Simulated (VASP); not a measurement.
Write the native input for VASP 6.6.1 that does the following.

```
Task                   : single point
Functional             : PBE
Potentials or basis    : VASP PAW PBE potentials, release 64 (Si)
Cutoff                 : 500 eV
k mesh                 : 10 × 10 × 10
Occupations            : gaussian, width 0.02 eV
Spin                   : no spin polarisation
Dipole correction      : no
Further INCAR settings : ALGO = Normal; EDIFF = 1e-06; NBANDS = 11
```

The structure of Si lies in POSCAR:

```
Si
1.0
    0.0000000000      2.7347885687      2.7347885687
    2.7347885687      0.0000000000      2.7347885687
    2.7347885687      2.7347885687      0.0000000000
Si
2
Direct
    0.0000000000      0.0000000000      0.0000000000
    0.2500000000      0.2500000000      0.2500000000
```

One way to write it, as run:

INCAR

```
PREC = Accurate ; ENCUT = 500
EDIFF = 1E-6 ; ISMEAR = 0
SIGMA = 0.02 ; LREAL = False
LASPH = True ; NELM = 120
ALGO = Normal ; ISIF = 2
LWAVE = False ; LCHARG = False
GGA = PE ; NBANDS = 11
GGA_COMPAT = False
```

KPOINTS

```
regular mesh
0
Gamma
  10 10 10
```

Potentials or basis: VASP PAW PBE potentials, release 64 (Si).

Run with:

```sh
$ cat potpaw_PBE.64/Si/POTCAR > POTCAR
$ mpirun -np 1 vasp_std > vasp.out
```

It gave:

```
Pressure               : 0.0 GPa
Band gap on the k mesh : 0.62 eV, indirect (least direct gap 2.56 eV)
```

Run time: 14 s on 1 thread of Intel Xeon 6975P-C (shared host), peak memory 0.15 GiB.
